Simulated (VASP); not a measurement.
InSe: single point with PBEsol

Crystal: InSe.

```xyz
4
Lattice="1.8821 1.0866 9.3915 -1.8821 1.0866 9.3915 0.0000 -2.1732 9.3915" Properties=species:S:1:pos:R:3 pbc="T T T"
In    0.0000    0.0000    0.0000
In    0.0000    0.0000    3.1612
Se    0.0000    0.0000   17.3415
Se    0.0000    0.0000   23.3849
```

This cell differs from its parent crystal: ratio of the length along z to the lengths across it x 1.2, volume and fractional coordinates fixed.

```yaml
Program: VASP 6.6.1
Task: single point
Functional: PBEsol
Potentials_or_basis: VASP PAW PBE potentials, release 64 (In_d, Se)
Cutoff: 520 eV
k_mesh: 12 × 12 × 12
Occupations: gaussian, width 0.03 eV
Spin: no spin polarisation
Dipole_correction: no
Further_INCAR_settings: ALGO = Normal; EDIFF = 1e-07; NBANDS = 27
```

- Pressure: 1.5 GPa
- Largest force: 0.893 eV/Å
- Band gap on the k mesh: 0.93 eV

Forces on the atoms (eV/Å):
```
In   0.000  0.000  0.892
In   0.000  0.000 -0.893
Se   0.000  0.000  0.195
Se   0.000  0.000 -0.194
```

Stress tensor (GPa, compression positive):
```
 5.25  0.00  0.00
 0.00  5.25  0.00
 0.00  0.00 -5.92
```

Levels at points of the mesh, in eV from the valence-band top:
```csv
k point,band 15,band 16,band 17,band 18,band 19,band 20,band 21,band 22,band 23,band 24
"(0.00, 0.00, 0.00)",-1.46,-0.10,-0.10,-0.03,-0.03,2.30,3.30,4.85,6.11,6.11
"(0.50, 0.00, 0.00)",-2.94,-2.13,-1.31,-1.22,-1.20,1.51,2.13,3.64,4.33,5.83
"(0.50, 0.50, 0.00)",-2.73,-2.42,-1.39,-1.13,-1.04,1.28,2.36,3.37,4.25,5.54
"(0.50, 0.50, 0.50)",-0.24,-0.12,-0.12,0.00,0.00,0.93,3.62,5.07,6.06,6.06
```

Run time: 9.9 min on 1 × NVIDIA H100 80GB with 1 thread of AMD EPYC 7R13 Processor (Zen 3), on a shared host, peak memory 1.9 GiB.

Caveat: the stress differs along the axes, from -6 to 5 GPa; the PAW data sets were made with another functional, which shifts forces and pressure a little; spin-orbit coupling is left out, which moves the levels of the heavy elements. A k mesh can miss the band edges.
